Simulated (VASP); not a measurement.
# Hf4N (Im-3m) in VASP: a series of runs, part 2 of 2

VASP 6.6.1.

### Step 3. Relaxation of cell and atoms, PBE

This run uses another cell than the first one, of 18.66 Å³/atom, 0.994 times its volume.

Input file INCAR:

```
  PREC = Accurate
  ENCUT = 600
  EDIFF = 1E-6
  ISMEAR = 0
  SIGMA = 0.1
  LREAL = F
  LASPH = T
  NELM = 100
  ALGO = Normal
  ISIF = 3
  LWAVE = F
  LCHARG = F
  GGA = PE
  IBRION = 2
  NSW = 100
  EDIFFG = -0.01
```

Input file KPOINTS:

```
Automatic mesh
0
Gamma
  10 10 10
```

Input file POSCAR:

```
Hf4N
1.0
   -2.8572276795      2.8572276795      2.8572276795
    2.8572276795     -2.8572276795      2.8572276795
    2.8572276795      2.8572276795     -2.8572276795
Hf N
4 1
Direct
    0.5000000000      0.5000000000      0.5000000000
    0.5000000000      0.0000000000      0.0000000000
    0.0000000000      0.0000000000      0.5000000000
    0.0000000000      0.5000000000      0.0000000000
    0.0000000000      0.0000000000      0.0000000000
```

Potentials or basis: VASP PAW PBE potentials, release 64 (Hf_pv, N).

Started as:

```sh
$ cat potpaw_PBE.64/Hf_pv/POTCAR potpaw_PBE.64/N/POTCAR > POTCAR
$ mpirun -np 1 vasp_std > vasp.out
```

OUTCAR:

```text
PREC = Accurate
   ENCUT = 600
   EDIFF = 1E-6
   ISMEAR = 0
   LREAL = F
   LASPH = T
   NELM = 100
   ISIF = 3
   GGA = PE
   IBRION = 2
   NSW = 100
   EDIFFG = -0.01

 ion  position               nearest neighbor table
   1  0.500  0.500  0.500-   5 2.47   5 2.47   4 2.86   2 2.86   2 2.86   4 2.86   3 2.86   3 2.86

   2  0.500  0.000  0.000-   5 2.47   5 2.47   4 2.86   1 2.86   1 2.86   3 2.86   3 2.86   4 2.86

   3  0.000  0.000  0.500-   5 2.47   5 2.47   4 2.86   1 2.86   2 2.86   4 2.86   2 2.86   1 2.86

   4  0.000  0.500  0.000-   5 2.47   5 2.47   3 2.86   1 2.86   2 2.86   3 2.86   1 2.86   2 2.86

   5  0.000  0.000  0.000-   1 2.47   2 2.47   3 2.47   4 2.47   3 2.47   4 2.47   2 2.47   1 2.47

  LATTYP: Found a body centered cubic cell.
 ALAT       =     5.7144553590

  Lattice vectors:

 A1 = (  -2.8572276795,   2.8572276795,   2.8572276795)
 A2 = (   2.8572276795,  -2.8572276795,   2.8572276795)
 A3 = (   2.8572276795,   2.8572276795,  -2.8572276795)

Analysis of symmetry for initial positions (statically):
=====================================================================
 Subroutine PRICEL returns:
 Original cell was already a primitive cell.

 Routine SETGRP: Setting up the symmetry group for a
 body centered cubic supercell.

 Subroutine GETGRP returns: Found 48 space group operations
 (whereof 48 operations were pure point group operations)
 out of a pool of 48 trial point group operations.

The static configuration has the point symmetry O_h .

Analysis of symmetry for dynamics (positions and initial velocities):
=====================================================================
 Subroutine PRICEL returns:
 Original cell was already a primitive cell.

 Routine SETGRP: Setting up the symmetry group for a
 body centered cubic supercell.

 Subroutine GETGRP returns: Found 48 space group operations
 (whereof 48 operations were pure point group operations)
 out of a pool of 48 trial point group operations.

[... 129 lines left out ...]
  Thomas-Fermi vector in A             =   2.416078
   LORBIT       =      0    0 simple, 1 ext, 2 COOP (PROOUT), +10 PAW based schemes
   GGA     = PE    functional components
   LHFCALC =     F    Hartree Fock is set to
   AEXX    =    0.0000 exact exchange contribution
   IVDW    =     0    specifies the selected vdW correction
   LEPSILON=     F    determine dielectric tensor
   LRPA    =     F    only Hartree local field effects (RPA)
 conjugate gradient relaxation of ions
 non-spin polarized calculation
 Gauss-broadening in eV      SIGMA  =   0.10
  energy-cutoff  :      600.00
  volume of cell :       93.30
 maximum number of plane-waves:      3140
   NGX = 19   NGY = 19   NGZ = 19

--------------------------------------- Ionic step        1  -------------------------------------------

 number of electron      45.0000008 magnetization

 Free energy of the ion-electron system (eV)
  ---------------------------------------------------
  ext. energy  EPLUGINS =         0.00000000
  ---------------------------------------------------
  free energy    TOTEN  =       -46.80120908 eV

  energy without entropy =      -46.78070179  energy(sigma->0) =      -46.79095544

------------------------ aborting loop because EDIFF is reached ----------------------------------------

  FORCE on cell =-STRESS in cart. coord.  units (eV):
  Direction    XX          YY          ZZ          XY          YZ          ZX
  --------------------------------------------------------------------------------------
  -------------------------------------------------------------------------------------
  Total       -0.0585374     -0.0585374     -0.0585374      0.0000000      0.0000000     -0.0000000
  in kB       -1.0051923     -1.0051923     -1.0051923      0.0000000      0.0000000     -0.0000000
  external PRESSURE =      -1.0051923 kB  Pullay stress =       0.0000000 kB
[... 65 lines left out ...]
--------------------------------------- Ionic step        3  -------------------------------------------

 number of electron      45.0000008 magnetization

 Free energy of the ion-electron system (eV)
  ---------------------------------------------------
  ext. energy  EPLUGINS =         0.00000000
  ---------------------------------------------------
  free energy    TOTEN  =       -46.80123790 eV

  energy without entropy =      -46.78073295  energy(sigma->0) =      -46.79098543

 E-fermi :   5.0775     XC(G=0): -11.4372

 val. band max:        5.0714546339   @ k =   0.2000   0.2000   0.2000
 cond. band min:       5.0852594053   @ k =   0.3000   0.2000   0.1000
 fundamental gap:      0.0138047714
 Fermi energy:         5.0775314717

 k-point     1 :       0.0000    0.0000    0.0000
  band No.  band energies     occupation
      1     -25.9312      2.00000
      2     -25.9312      2.00000
      3     -25.9312      2.00000
      4     -25.7860      2.00000
      5     -25.7860      2.00000
      6     -25.7860      2.00000
[... 709 lines left out ...]
     26       6.7084      0.00000
     27       7.3746      0.00000

 [... further k-points ...]
[... 5 lines left out ...]
  --------------------------------------------------------------------------------------
  -------------------------------------------------------------------------------------
  Total        0.0021178      0.0021178      0.0021178     -0.0000000      0.0000000      0.0000000
  in kB        0.0364010      0.0364010      0.0364010     -0.0000000      0.0000000      0.0000000
  external PRESSURE =       0.0364010 kB  Pullay stress =       0.0000000 kB
[... 20 lines left out ...]
  FREE ENERGIE OF THE ION-ELECTRON SYSTEM (eV)
  ---------------------------------------------------
  free  energy   TOTEN  =       -46.8012378985 eV

  energy  without entropy=      -46.7807329529  energy(sigma->0) =      -46.79098543

 reached required accuracy - stopping structural energy minimisation
```

OSZICAR:

```text
N       E                     dE             d eps       ncg     rms          rms(c)
DAV:   1     0.202075997726E+03    0.20208E+03   -0.27076E+04  2538   0.177E+03
DAV:   2    -0.332560765732E+02   -0.23533E+03   -0.22945E+03  2938   0.399E+02
DAV:   3    -0.491594672478E+02   -0.15903E+02   -0.15257E+02  3444   0.645E+01
DAV:   4    -0.496556440418E+02   -0.49618E+00   -0.48284E+00  3187   0.105E+01
[... 21 lines left out ...]
DAV:   1    -0.468013414364E+02   -0.12350E-03   -0.27105E-03  2586   0.349E-01    0.145E-01
DAV:   2    -0.468012639786E+02    0.77458E-04   -0.20510E-04  2676   0.882E-02    0.360E-02
DAV:   3    -0.468012428282E+02    0.21150E-04   -0.38128E-05  2717   0.373E-02    0.128E-02
DAV:   4    -0.468012386808E+02    0.41474E-05   -0.12114E-05  2903   0.202E-02    0.133E-02
DAV:   5    -0.468012378985E+02    0.78229E-06   -0.32347E-06  2015   0.795E-03
   3 F= -.46801238E+02 E0= -.46790985E+02  d E =-.288167E-04
```

CONTCAR:

```text
Hf4N
   1.00000000000000
    -2.8563236784824677    2.8563236784824677    2.8563236784824677
     2.8563236784824677   -2.8563236784824677    2.8563236784824677
     2.8563236784824677    2.8563236784824677   -2.8563236784824677
  Hf              N
     4     1
Direct
     0.5000000000000000    0.5000000000000000    0.5000000000000000
     0.5000000000000000    0.0000000000000000    0.0000000000000000
     0.0000000000000000    0.0000000000000000    0.5000000000000000
     0.0000000000000000    0.5000000000000000    0.0000000000000000
     0.0000000000000000    0.0000000000000000    0.0000000000000000

  0.00000000E+00  0.00000000E+00  0.00000000E+00
  0.00000000E+00  0.00000000E+00  0.00000000E+00
  0.00000000E+00  0.00000000E+00  0.00000000E+00
  0.00000000E+00  0.00000000E+00  0.00000000E+00
  0.00000000E+00  0.00000000E+00  0.00000000E+00
```

Run time: 1.9 min. Hardware: 1 thread of Intel Xeon 6975P-C (Granite Rapids), shared host; peak memory 0.32 GiB.

Results:

```
Free energy                            : -46.8012 eV
Relaxed volume                         : 18.64 Å³/atom
Relaxed cell                           : a = 4.947 Å, b = 4.947 Å, c = 4.947 Å, α = 109.47°, β = 109.47°, γ = 109.47°
Space group after relaxing (to 0.05 Å) : Im-3m (No. 229)
Energy gained by relaxing              : 0.0 meV/atom
Ionic steps                            : 3
Pressure after relaxing                : 0.0 GPa
```

Final structure:
```cif
data_structure
_symmetry_space_group_name_H-M 'P 1'
_symmetry_Int_Tables_number 1
_cell_length_a 4.9473
_cell_length_b 4.9473
_cell_length_c 4.9473
_cell_angle_alpha 109.471
_cell_angle_beta 109.471
_cell_angle_gamma 109.471
_cell_volume 93.21
loop_
_atom_site_label
_atom_site_type_symbol
_atom_site_fract_x
_atom_site_fract_y
_atom_site_fract_z
_atom_site_occupancy
Hf1 Hf 0.50000 0.50000 0.50000 1
Hf2 Hf 0.50000 0.00000 0.00000 1
Hf3 Hf 0.00000 0.00000 0.50000 1
Hf4 Hf 0.00000 0.50000 0.00000 1
N1 N 0.00000 0.00000 0.00000 1
```

Caveat: spin-orbit coupling is left out, which moves the levels of the heavy elements.
